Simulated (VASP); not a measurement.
# Cu (Fm-3m) in VASP: a series of runs, part 2 of 3

VASP 6.6.1.

## Step 3: Single point, BLYP (volume scaled by 1.04)

The input, INCAR:

```
SYSTEM = Cu
PREC = Accurate ; ENCUT = 520
EDIFF = 1E-7 ; ISMEAR = -1
SIGMA = 0.1 ; LREAL = .FALSE.
LASPH = .TRUE. ; NELM = 80
ALGO = Normal ; ISIF = 2
LWAVE = .FALSE. ; LCHARG = .FALSE.
GGA = B5 ; ALDAX = 1.0
AGGAX = 1.0 ; AGGAC = 1.0
ALDAC = 0.0 ; NBANDS = 12
```

The input, KPOINTS:

```
regular mesh
0
G
  24 24 24
  0 0 0
```

The input, POSCAR:

```
Cu
1.0
    0.0000000000      1.8752903546      1.8752903546
    1.8752903546      0.0000000000      1.8752903546
    1.8752903546      1.8752903546      0.0000000000
Cu
1
Direct
    0.0000000000      0.0000000000      0.0000000000
```

Potentials or basis: VASP PAW PBE potentials, release 64 (Cu).

Command:

```sh
cat potpaw_PBE.64/Cu/POTCAR > POTCAR
mpirun -np 1 vasp_std > vasp.out
```

OUTCAR:

```text
SYSTEM = Cu
   PREC = Accurate
   ENCUT = 520
   EDIFF = 1E-7
   ISMEAR = -1
   LREAL = .FALSE.
   LASPH = .TRUE.
   NELM = 80
   ISIF = 2
   GGA = B5

 ion  position               nearest neighbor table
   1  0.000  0.000  0.000-

  LATTYP: Found a face centered cubic cell.
 ALAT       =     3.7505807092

  Lattice vectors:

 A1 = (   0.0000000000,   1.8752903546,   1.8752903546)
 A2 = (   1.8752903546,   0.0000000000,   1.8752903546)
 A3 = (   1.8752903546,   1.8752903546,   0.0000000000)

Analysis of symmetry for initial positions (statically):
=====================================================================
 Subroutine PRICEL returns:
 Original cell was already a primitive cell.

 Routine SETGRP: Setting up the symmetry group for a
 face centered cubic supercell.

 Subroutine GETGRP returns: Found 48 space group operations
 (whereof 48 operations were pure point group operations)
 out of a pool of 48 trial point group operations.

The static configuration has the point symmetry O_h .

Analysis of symmetry for dynamics (positions and initial velocities):
=====================================================================
 Subroutine PRICEL returns:
 Original cell was already a primitive cell.

 Routine SETGRP: Setting up the symmetry group for a
 face centered cubic supercell.

 Subroutine GETGRP returns: Found 48 space group operations
 (whereof 48 operations were pure point group operations)
 out of a pool of 48 trial point group operations.

The dynamic configuration has the point symmetry O_h .

 Subroutine INISYM returns: Found 48 space group operations
 (whereof 48 operations are pure point group operations),
 and found     1 'primitive' translations

----------------------------------------------------------------------------------------

                                     Primitive cell

  volume of cell :      13.1897

  direct lattice vectors                    reciprocal lattice vectors
     0.000000000  1.875290355  1.875290355    -0.266625378  0.266625378  0.266625378
     1.875290355  0.000000000  1.875290355     0.266625378 -0.266625378  0.266625378
     1.875290355  1.875290355  0.000000000     0.266625378  0.266625378 -0.266625378

  length of vectors
     2.652061053  2.652061053  2.652061053     0.461808702  0.461808702  0.461808702

  position of ions in fractional coordinates (direct lattice)
     0.000000000  0.000000000  0.000000000

  ion indices of the primitive-cell ions
   primitive index   ion index
                 1           1

----------------------------------------------------------------------------------------

 KPOINTS: regular mesh

Automatic generation of k-mesh.
 Grid dimensions read from file:
 generate k-points for:   24   24   24

 Generating k-lattice:

  Cartesian coordinates                     Fractional coordinates (reciprocal lattice)
    -0.011109391  0.011109391  0.011109391     0.041666667  0.000000000  0.000000000
     0.011109391 -0.011109391  0.011109391     0.000000000  0.041666667  0.000000000
     0.011109391  0.011109391 -0.011109391     0.000000000  0.000000000  0.041666667

  Length of vectors
     0.019242029  0.019242029  0.019242029

  Shift w.r.t. Gamma in fractional coordinates (k-lattice)
     0.000000000  0.000000000  0.000000000

 Subroutine IBZKPT returns following result:
 ===========================================

 Found    413 irreducible k-points:

 Following reciprocal coordinates:
            Coordinates               Weight
  0.000000  0.000000  0.000000      1.000000
  0.041667  0.000000  0.000000      8.000000
  0.083333  0.000000  0.000000      8.000000
  0.125000  0.000000  0.000000      8.000000
  0.166667  0.000000  0.000000      8.000000
  0.208333  0.000000  0.000000      8.000000
[... 16 lines left out ...]
  0.416667  0.041667  0.000000     24.000000
  0.458333  0.041667  0.000000     24.000000
 [... further k-points ...]
   k-points           NKPTS =    413   k-points in BZ     NKDIM =    413   number of bands    NBANDS=     12
   number of dos      NEDOS =    301   number of ions     NIONS =      1
   total plane-waves  NPLWV =   8000
   dimension x,y,z NGX =    20 NGY =   20 NGZ =   20
   dimension x,y,z NGXF=    40 NGYF=   40 NGZF=   40
   ions per type =               1
   NGX,Y,Z   is equivalent  to a cutoff of  12.54, 12.54, 12.54 a.u.
   NGXF,Y,Z  is equivalent  to a cutoff of  25.07, 25.07, 25.07 a.u.
 SYSTEM =  Cu
   PREC   = accura    normal or accurate (medium, high low for compatibility)
   ISTART =      0    job   : 0-new  1-cont  2-samecut
   ICHARG =      2    charge: 1-file 2-atom 10-const
   ISPIN  =      1    spin polarized calculation?
   LNONCOLLINEAR =      F non collinear calculations
   LSORBIT =      F    spin-orbit coupling
   LASPH  =      T    aspherical Exc in radial PAW
   ENCUT  =  520.0 eV  38.22 Ry    6.18 a.u.   4.93  4.93  4.93*2*pi/ulx,y,z
   NELM   =     80;   NELMIN=  2; NELMDL= -5     # of ELM steps
   EDIFF  = 0.1E-06   stopping-criterion for ELM
   LREAL  =      F    real-space projection
   EDIFFG = 0.1E-05   stopping-criterion for IOM
   NSW    =      0    number of steps for IOM
   IBRION =     -1    ionic relax: 0-MD 1-quasi-New 2-CG
   NFREE  =      0    steps in history (QN), initial steepest desc. (CG)
   ISIF   =      2    stress and relaxation
   ISYM   =      2    0-nonsym 1-usesym 2-fastsym
   POTIM  = 0.5000    time-step for ionic-motion
   TEBEG  =    0.0;   TEEND  =   0.0 temperature during run
   PSTRESS=    0.0 pullay stress
   NELECT =      11.0000    total number of electrons
   NUPDOWN=      -1.0000    fix difference up-down
   EMIN   =  10.00;   EMAX   =-10.00  energy-range for DOS
   EFERMI =   0.00;   METHOD = LEGACY
   ISMEAR =    -1;   SIGMA  =   0.10  broadening in eV -4-tet -1-fermi 0-gaus
   EFERMI_NEDOS =   21; number of points for ismear=-14 and -15
   IALGO  =     38    algorithm
   IMIX   =      4    mixing-type and parameters
     AMIX     =   0.40;   BMIX     =  1.00
     AMIX_MAG =   1.60;   BMIX_MAG =  1.00
  volume/ion in A,a.u.               =      13.19        89.01
  Fermi-wavevector in a.u.,A,eV,Ry     =   1.540969  2.912009 32.308192  2.374585
  Thomas-Fermi vector in A             =   2.646981
   LORBIT       =      0    0 simple, 1 ext, 2 COOP (PROOUT), +10 PAW based schemes
   GGA     = B5    functional components
   LHFCALC =     F    Hartree Fock is set to
   AEXX    =    0.0000 exact exchange contribution
   IVDW    =     0    specifies the selected vdW correction
   LEPSILON=     F    determine dielectric tensor
   LRPA    =     F    only Hartree local field effects (RPA)
 non-spin polarized calculation
  energy-cutoff  :      520.00
  volume of cell :       13.19
 maximum number of plane-waves:       366
   NGX =  9   NGY =  9   NGZ =  9

 number of electron      11.0000012 magnetization

 Free energy of the ion-electron system (eV)
  ---------------------------------------------------
  ext. energy  EPLUGINS =         0.00000000
  ---------------------------------------------------
  free energy    TOTEN  =        -2.98186473 eV

  energy without entropy =       -2.97258802  energy(sigma->0) =       -2.97722638

 E-fermi :   6.7932     XC(G=0): -11.5382

 val. band max:        6.7761143955   @ k =   0.5000   0.2500   0.0833
 cond. band min:       6.8083233728   @ k =   0.4167   0.4167   0.0000
 fundamental gap:      0.0322089773
 Fermi energy:         6.7931881194

 k-point     1 :       0.0000    0.0000    0.0000
  band No.  band energies     occupation
      1      -1.6991      2.00000
      2       3.9576      2.00000
      3       3.9576      2.00000
      4       3.9576      2.00000
      5       4.6439      2.00000
      6       4.6439      2.00000
      7      28.8270      0.00000
      8      30.1858      0.00000
      9      30.1858      0.00000
     10      30.1858      0.00000
     11      32.8299      0.00000
     12      32.8299      0.00000

 k-point     2 :       0.0417    0.0000    0.0000
  band No.  band energies     occupation
      1      -1.6405      2.00000
      2       3.9468      2.00000
      3       3.9680      2.00000
      4       3.9680      2.00000
      5       4.6399      2.00000
      6       4.6399      2.00000
      7      28.3336      0.00000
      8      29.4641      0.00000
      9      29.9871      0.00000
     10      29.9871      0.00000
     11      33.1191      0.00000
     12      33.1191      0.00000
[... 316 lines left out ...]
 k-point    24 :       0.4583    0.0417    0.0000
  band No.  band energies     occupation
      1       2.1914      2.00000
      2       3.9257      2.00000
      3       3.9633      2.00000
      4       4.8939      2.00000
      5       5.1230      2.00000
      6       5.8911      1.99976
      7      10.8013      0.00000
      8      26.3276      0.00000
      9      26.7189      0.00000
     10      27.1185      0.00000
     11      31.2117      0.00000
     12      31.3627      0.00000

 [... further k-points ...]
[... 5 lines left out ...]
  --------------------------------------------------------------------------------------
  -------------------------------------------------------------------------------------
  Total       -0.2839004     -0.2839004     -0.2839004      0.0000000      0.0000000      0.0000000
  in kB      -34.4858545    -34.4858545    -34.4858545      0.0000000      0.0000000      0.0000000
  external PRESSURE =     -34.4858545 kB  Pullay stress =       0.0000000 kB

 VOLUME and BASIS-vectors are now :
 -----------------------------------------------------------------------------
  energy-cutoff  :      520.00
  volume of cell :       13.19
      direct lattice vectors                 reciprocal lattice vectors
     0.000000000  1.875290355  1.875290355    -0.266625378  0.266625378  0.266625378
     1.875290355  0.000000000  1.875290355     0.266625378 -0.266625378  0.266625378
     1.875290355  1.875290355  0.000000000     0.266625378  0.266625378 -0.266625378

 POSITION                                       TOTAL-FORCE (eV/Angst)
 -----------------------------------------------------------------------------------
      0.00000      0.00000      0.00000         0.000000     -0.000000      0.000000
 -----------------------------------------------------------------------------------
    total drift:                                0.000000      0.000000      0.000000

  FREE ENERGIE OF THE ION-ELECTRON SYSTEM (eV)
  ---------------------------------------------------
  free  energy   TOTEN  =        -2.9818647318 eV

  energy  without entropy=       -2.9725880242  energy(sigma->0) =       -2.97722638
```

OSZICAR:

```text
N       E                     dE             d eps       ncg     rms          rms(c)
DAV:   1     0.453742346324E+02    0.45374E+02   -0.54408E+03 10784   0.150E+03
DAV:   2    -0.227449034180E+01   -0.47649E+02   -0.44119E+02 10184   0.203E+02
DAV:   3    -0.374694021997E+01   -0.14724E+01   -0.14608E+01 11636   0.415E+01
DAV:   4    -0.375761981248E+01   -0.10680E-01   -0.10678E-01 11288   0.313E+00
DAV:   5    -0.375773974657E+01   -0.11993E-03   -0.11993E-03 11896   0.336E-01    0.712E+00
DAV:   6    -0.339111061226E+01    0.36663E+00   -0.13984E+01 11788   0.697E+01    0.416E+00
DAV:   7    -0.299027803651E+01    0.40083E+00   -0.23032E+00 11784   0.289E+01    0.378E-01
DAV:   8    -0.298416276655E+01    0.61153E-02   -0.10671E-02 12988   0.203E+00    0.366E-01
DAV:   9    -0.298186674502E+01    0.22960E-02   -0.14322E-02 12108   0.203E+00    0.351E-02
DAV:  10    -0.298186337524E+01    0.33698E-05   -0.13613E-04 14660   0.197E-01    0.507E-03
DAV:  11    -0.298186469260E+01   -0.13174E-05   -0.46617E-06 11612   0.289E-02    0.104E-03
DAV:  12    -0.298186473177E+01   -0.39173E-07   -0.12559E-07  8272   0.495E-03
   1 F= -.29818647E+01 E0= -.29772264E+01  d E =-.927671E-02
```

stdout:

```text
POSCAR found type information on POSCAR Cu
 POSCAR found :  1 types and       1 ions
 scaLAPACK will be used
 -----------------------------------------------------------------------------
|                                                                             |
|                                                                             |
|     You enforced a specific xc type in the INCAR file but a different       |
|     I HOPE YOU KNOW WHAT YOU ARE DOING!                                     |
|                                                                             |
 -----------------------------------------------------------------------------

 LDA part: xc-table for (Slater(with rela. corr.)+VWN5), standard interpolation
 POSCAR, INCAR and KPOINTS ok, starting setup
 FFT: planning ... GRIDC
 FFT: planning ... GRID_SOFT
 FFT: planning ... GRID
 WAVECAR not read
 entering main loop
```

Run time: 24 s. Hardware: 1 thread of Intel Xeon 6975P-C (Granite Rapids), shared host; peak memory 0.17 GiB.

What came out:

```yaml
Free_energy: -2.9819 eV
Pressure: -3.4 GPa
```

Caveat: the PAW data sets were made with another functional, which shifts forces and pressure a little.

[end of part 2 of 3]
